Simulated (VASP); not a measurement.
# In6GaP8 (a cell with a defect) in VASP: single point with PBE

Aim: the single point of In6GaP8 (a cell with a defect) with PBE.

Everything below comes from runs of VASP 6.6.1. Logs are shortened: lines on timing, memory, paths and dates and some standing lists are left out, and cuts for length are marked.

### Step 1. The cell of the first run

The cell holds a defect, 15 atoms: a = 8.428 Å, b = 8.428 Å, c = 8.428 Å, α = 60.00°, β = 60.00°, γ = 60.00°.

### Step 2. Single point, PBE, collinear spin (atoms taken out, then relaxed in part)

Contents of INCAR:

```
SYSTEM = In6GaP8
PREC = Accurate
ENCUT = 520
EDIFF = 1E-6
ISMEAR = 0
SIGMA = 0.02
LREAL = Auto
LASPH = .TRUE.
NELM = 150
ALGO = Normal
ISIF = 2
LWAVE = .FALSE.
LCHARG = .TRUE.
ISPIN = 2
MAGMOM = 1 0 0 0 0 0 0 0 0 0 0 0 0 0 0
LORBIT = 11
GGA = PE
LELF = .TRUE.
LVHAR = .TRUE.
NBANDS = 82
```

Contents of KPOINTS:

```
regular mesh
0
G
  3 3 3
  0 0 0
```

Contents of POSCAR:

```
In6GaP8
1.0
    0.0000000000      5.9597880294     -5.9597880294
   -5.9597880294      0.0000000000     -5.9597880294
   -5.9597880294      5.9597880294      0.0000000000
Ga In P
1 6 8
Direct
    0.5395332614     -0.0395332614      0.4604667386
    0.4708443212      0.5108627852      0.4967832075
    0.0215096861      0.5108627852      0.4967832075
    0.4708443212     -0.0032167925      0.0108627852
    0.0215096861      0.9967832075      0.0108627852
    0.5064586364      0.4935413636     -0.0064586364
    0.0073880685      0.4926119315     -0.0073880685
    0.6402321501      0.1091590700      0.1103766299
    0.1018628335      0.1136351888      0.1826391442
    0.6278464590      0.6200777085      0.1200777085
    0.1319981240      0.6200777085      0.1200777085
    0.4931999251      0.1410612655      0.6410612655
    0.2246775438      0.1410612655      0.6410612655
    0.6402321501      0.6103766299      0.6091590700
    0.1018628335      0.6826391442      0.6136351888
```

Potentials or basis: VASP PAW PBE potentials, release 64 (Ga_d, In_d, P).

Run with:

```bash
cat potpaw_PBE.64/Ga_d/POTCAR potpaw_PBE.64/In_d/POTCAR potpaw_PBE.64/P/POTCAR > POTCAR
mpirun -np 1 vasp_std > vasp.out
```

OUTCAR:

```text
SYSTEM = In6GaP8
   PREC = Accurate
   ENCUT = 520
   EDIFF = 1E-6
   ISMEAR = 0
   LREAL = Auto
   LASPH = .TRUE.
   NELM = 150
   ISIF = 2
   ISPIN = 2
   LORBIT = 11
   GGA = PE

 ion  position               nearest neighbor table
   1  0.540  0.960  0.460-   8 2.42  14 2.42  12 2.43  13 2.43
   2  0.471  0.511  0.497-  15 2.57  10 2.60  14 2.64  12 2.66   3 3.79
   3  0.022  0.511  0.497-  15 2.57  11 2.60  14 2.64  13 2.66   2 3.79
   4  0.471  0.997  0.011-   9 2.57  10 2.60   8 2.64  12 2.66   5 3.79
   5  0.022  0.997  0.011-   9 2.57  11 2.60   8 2.64  13 2.66   4 3.79
   6  0.506  0.494  0.994-  10 2.58  11 2.58   8 2.65  14 2.65
   7  0.007  0.493  0.993-  11 2.61  10 2.61  15 2.65   9 2.65
   8  0.640  0.109  0.110-   1 2.42   5 2.64   4 2.64   6 2.65
   9  0.102  0.114  0.183-   4 2.57   5 2.57   7 2.65
  10  0.628  0.620  0.120-   6 2.58   4 2.60   2 2.60   7 2.61
  11  0.132  0.620  0.120-   6 2.58   5 2.60   3 2.60   7 2.61
  12  0.493  0.141  0.641-  13 2.26   1 2.43   4 2.66   2 2.66
  13  0.225  0.141  0.641-  12 2.26   1 2.43   5 2.66   3 2.66
  14  0.640  0.610  0.609-   1 2.42   3 2.64   2 2.64   6 2.65
  15  0.102  0.683  0.614-   2 2.57   3 2.57   7 2.65

  LATTYP: Found a face centered cubic cell.
 ALAT       =    11.9195760588

  Lattice vectors:

 A1 = (   0.0000000000,   5.9597880294,  -5.9597880294)
 A2 = (  -5.9597880294,   0.0000000000,  -5.9597880294)
 A3 = (  -5.9597880294,   5.9597880294,   0.0000000000)

Analysis of symmetry for initial positions (statically):
=====================================================================
 Subroutine PRICEL returns:
 Original cell was already a primitive cell.

 Routine SETGRP: Setting up the symmetry group for a
 face centered cubic supercell.

 Subroutine GETGRP returns: Found  4 space group operations
 (whereof  1 operations were pure point group operations)
 out of a pool of 48 trial point group operations.

The static configuration has the point symmetry C_1 .
 The point group associated with its full space group is C_2v.

Analysis of symmetry for dynamics (positions and initial velocities):
=====================================================================
 Subroutine PRICEL returns:
 Original cell was already a primitive cell.

 Routine SETGRP: Setting up the symmetry group for a
 face centered cubic supercell.

 Subroutine GETGRP returns: Found  4 space group operations
 (whereof  1 operations were pure point group operations)
 out of a pool of 48 trial point group operations.

The dynamic configuration has the point symmetry C_1 .
 The point group associated with its full space group is C_2v.

Analysis of structural, dynamic, and magnetic symmetry:
=====================================================================
 Subroutine PRICEL returns:
 Original cell was already a primitive cell.

 Routine SETGRP: Setting up the symmetry group for a
 face centered cubic supercell.

 Subroutine GETGRP returns: Found  4 space group operations
 (whereof  1 operations were pure point group operations)
 out of a pool of 48 trial point group operations.

The overall configuration has the point symmetry C_1 .
 The point group associated with its full space group is C_2v.

 Subroutine INISYM returns: Found  4 space group operations
 (whereof  1 operations are pure point group operations),
 and found     1 'primitive' translations

----------------------------------------------------------------------------------------

                                     Primitive cell

  volume of cell :     423.3723

  direct lattice vectors                    reciprocal lattice vectors
     0.000000000  5.959788029 -5.959788029     0.083895601  0.083895601 -0.083895601
    -5.959788029  0.000000000 -5.959788029    -0.083895601 -0.083895601 -0.083895601
    -5.959788029  5.959788029  0.000000000    -0.083895601  0.083895601  0.083895601

  length of vectors
     8.428413060  8.428413060  8.428413060     0.145311444  0.145311444  0.145311444

  position of ions in fractional coordinates (direct lattice)
     0.539533261  0.960466739  0.460466739
     0.470844321  0.510862785  0.496783208
     0.021509686  0.510862785  0.496783208
     0.470844321  0.996783208  0.010862785
     0.021509686  0.996783208  0.010862785
     0.506458636  0.493541364  0.993541364
     0.007388068  0.492611932  0.992611932
[... 93 lines left out ...]
   NUPDOWN=      -1.0000    fix difference up-down
   EMIN   =  10.00;   EMAX   =-10.00  energy-range for DOS
   EFERMI =   0.00;   METHOD = LEGACY
   ISMEAR =     0;   SIGMA  =   0.02  broadening in eV -4-tet -1-fermi 0-gaus
   EFERMI_NEDOS =   21; number of points for ismear=-14 and -15
   IALGO  =     38    algorithm
   IMIX   =      4    mixing-type and parameters
     AMIX     =   0.40;   BMIX     =  1.00
     AMIX_MAG =   1.60;   BMIX_MAG =  1.00
  volume/ion in A,a.u.               =      28.22       190.47
  Fermi-wavevector in a.u.,A,eV,Ry     =   1.107281  2.092457 16.681707  1.226071
  Thomas-Fermi vector in A             =   2.243793
   LORBIT       =     11    0 simple, 1 ext, 2 COOP (PROOUT), +10 PAW based schemes
   GGA     = PE    functional components
   LHFCALC =     F    Hartree Fock is set to
   AEXX    =    0.0000 exact exchange contribution
   IVDW    =     0    specifies the selected vdW correction
   LEPSILON=     F    determine dielectric tensor
   LRPA    =     F    only Hartree local field effects (RPA)
 spin polarized calculation
 Gauss-broadening in eV      SIGMA  =   0.02
  energy-cutoff  :      520.00
  volume of cell :      423.37
 maximum number of plane-waves:     11527
 NGX is ok and might be reduce to    64
   NGX = 31   NGY = 31   NGZ = 31

 number of electron     131.0000023 magnetization       0.0292424

 number of electron     131.0000022 magnetization      -0.0056478

 Free energy of the ion-electron system (eV)
  ---------------------------------------------------
  ext. energy  EPLUGINS =         0.00000000
  ---------------------------------------------------
  free energy    TOTEN  =       -62.28508360 eV

  energy without entropy =      -62.28245253  energy(sigma->0) =      -62.28376807

 E-fermi :   3.2975     XC(G=0):  -8.6161

 val. band max:        3.2974046892   @ k =   0.0000   0.3333   0.0000
 cond. band min:       3.2984231440   @ k =   0.0000   0.3333   0.0000
 fundamental gap:      0.0010184547
 Fermi energy:         3.2974806775

 spin component 1

 k-point     1 :       0.0000    0.0000    0.0000
  band No.  band energies     occupation
      1     -11.0317      1.00000
      2     -11.0080      1.00000
      3     -10.9848      1.00000
      4     -10.9846      1.00000
      5     -10.9274      1.00000
      6     -10.6286      1.00000
[... 629 lines left out ...]
     76       7.2518      0.00000
     77       7.6159      0.00000
 Fermi energy:         3.2974806775

 spin component 2

 k-point     1 :       0.0000    0.0000    0.0000
  band No.  band energies     occupation
      1     -11.0317      1.00000
      2     -11.0080      1.00000
      3     -10.9848      1.00000
      4     -10.9846      1.00000
      5     -10.9275      1.00000
      6     -10.6287      1.00000
[... 629 lines left out ...]
     76       7.2515      0.00000
     77       7.6156      0.00000
 [bands above 77 left out]

------------------------ aborting loop because EDIFF is reached ----------------------------------------

  FORCE on cell =-STRESS in cart. coord.  units (eV):
  Direction    XX          YY          ZZ          XY          YZ          ZX
  --------------------------------------------------------------------------------------
  -------------------------------------------------------------------------------------
  Total       -3.5668881     -7.0527207     -7.0527207      0.0000000     -1.9294020      0.0000000
  in kB      -13.4982552    -26.6897700    -26.6897700      0.0000000     -7.3014795      0.0000000
  external PRESSURE =     -22.2925984 kB  Pullay stress =       0.0000000 kB

 VOLUME and BASIS-vectors are now :
 -----------------------------------------------------------------------------
  energy-cutoff  :      520.00
  volume of cell :      423.37
      direct lattice vectors                 reciprocal lattice vectors
     0.000000000  5.959788029 -5.959788029     0.083895601  0.083895601 -0.083895601
    -5.959788029  0.000000000 -5.959788029    -0.083895601 -0.083895601 -0.083895601
    -5.959788029  5.959788029  0.000000000    -0.083895601  0.083895601  0.083895601

 POSITION                                       TOTAL-FORCE (eV/Angst)
 -----------------------------------------------------------------------------------
     -8.46846      5.95979     -8.93968         0.007421      0.000000     -0.000000
     -6.00536      5.76685     -5.85077         0.004178     -0.004371     -0.007813
     -6.00536      3.08892     -3.17283         0.004178     -0.007813     -0.004371
     -6.00536      2.87087     -8.74675         0.004178      0.007813      0.004371
     -6.00536      0.19293     -6.06881         0.004178      0.004371      0.007813
     -8.86270      8.93968     -5.95979        -0.020665      0.000000     -0.000000
     -8.85162      5.95979     -2.97989        -0.032249      0.000000     -0.000000
     -1.30839      4.47347     -4.46621         0.008134     -0.002116     -0.002116
     -1.76573      1.69557     -1.28432        -0.003929     -0.006373     -0.006373
     -4.41117      4.45747     -7.43736         0.006346      0.003640     -0.003640
     -4.41117      1.50232     -4.48221         0.006346     -0.003640      0.003640
     -4.66128      6.75996     -3.78006         0.003839     -0.020811      0.020811
     -4.66128      5.15962     -2.17973         0.003839      0.020811     -0.020811
     -7.26817      7.44611     -7.45336         0.008134      0.002116      0.002116
     -7.72552      4.26422     -4.67547        -0.003929      0.006373      0.006373
 -----------------------------------------------------------------------------------
    total drift:                               -0.052524      0.000001     -0.000001

  FREE ENERGIE OF THE ION-ELECTRON SYSTEM (eV)
  ---------------------------------------------------
  free  energy   TOTEN  =       -62.2850836045 eV

  energy  without entropy=      -62.2824525322  energy(sigma->0) =      -62.28376807

 total charge

# of ion       s       p       d       tot
------------------------------------------
    1        0.873   0.723   9.996  11.592
    2        0.838   0.677   9.885  11.400
    3        0.838   0.677   9.885  11.400
    4        0.838   0.677   9.885  11.400
    5        0.838   0.677   9.885  11.400
    6        0.827   0.685   9.887  11.399
    7        0.840   0.650   9.883  11.373
    8        1.039   1.431   0.000   2.470
    9        1.082   1.356   0.000   2.438
   10        1.040   1.449   0.000   2.490
   11        1.040   1.449   0.000   2.490
   12        1.054   1.409   0.000   2.463
   13        1.054   1.409   0.000   2.463
   14        1.039   1.431   0.000   2.470
   15        1.082   1.356   0.000   2.438
--------------------------------------------------
tot         14.321  16.056  69.308  99.686

 magnetization (x)

# of ion       s       p       d       tot
------------------------------------------
    1        0.000   0.000  -0.000  -0.000
    2        0.000  -0.000  -0.000  -0.000
    3        0.000  -0.000  -0.000  -0.000
    4        0.000  -0.000  -0.000  -0.000
    5        0.000  -0.000  -0.000  -0.000
    6        0.000  -0.000  -0.000  -0.000
    7        0.000  -0.000  -0.000  -0.000
    8       -0.000  -0.000   0.000  -0.000
    9       -0.000  -0.000   0.000  -0.000
   10       -0.000  -0.001   0.000  -0.001
   11       -0.000  -0.001   0.000  -0.001
   12       -0.000  -0.000   0.000  -0.000
   13       -0.000  -0.000   0.000  -0.000
   14       -0.000  -0.000   0.000  -0.000
   15       -0.000  -0.000   0.000  -0.000
--------------------------------------------------
tot          0.000  -0.003  -0.000  -0.003
```

It took 32 min on 1 thread of Oxide Virtual Turin-like, shared host; peak memory 0.94 GiB.

What came out:

```yaml
Free_energy: -62.2851 eV
Pressure: -2.2 GPa
Largest_force: 0.032 eV/Å
Net_moment: -0.01 μB per cell
Valence_electrons_inside_the_program's_atomic_spheres: Ga 11.59; In 11.40, 11.37 (each value once); P 2.47, 2.44, 2.49, 2.46 (each value once)
```

Forces on the atoms (eV/Å):
```
Ga   0.007  0.000  0.000
In   0.004 -0.004 -0.008
In   0.004 -0.008 -0.004
In   0.004  0.008  0.004
In   0.004  0.004  0.008
In  -0.021  0.000  0.000
In  -0.032  0.000  0.000
P    0.008 -0.002 -0.002
P   -0.004 -0.006 -0.006
P    0.006  0.004 -0.004
P    0.006 -0.004  0.004
P    0.004 -0.021  0.021
P    0.004  0.021 -0.021
P    0.008  0.002  0.002
P   -0.004  0.006  0.006
```

Levels at points of the mesh, in eV from the Fermi level:
Spin up:
```
           k point  band 62  band 63  band 64  band 65  band 66  band 67  band 68  band 69
(0.00, 0.00, 0.00)    -0.12    -0.06     0.06     0.12     0.29     1.08     1.59     1.71
```
Spin down:
```csv
k point,band 62,band 63,band 64,band 65,band 66,band 67,band 68,band 69
"(0.00, 0.00, 0.00)",-0.12,-0.06,0.06,0.11,0.29,1.08,1.59,1.71
```

Caveat: the cell differs from its parent crystal (atoms taken out, then relaxed in part); spin-orbit coupling is left out, which moves the levels of the heavy elements.
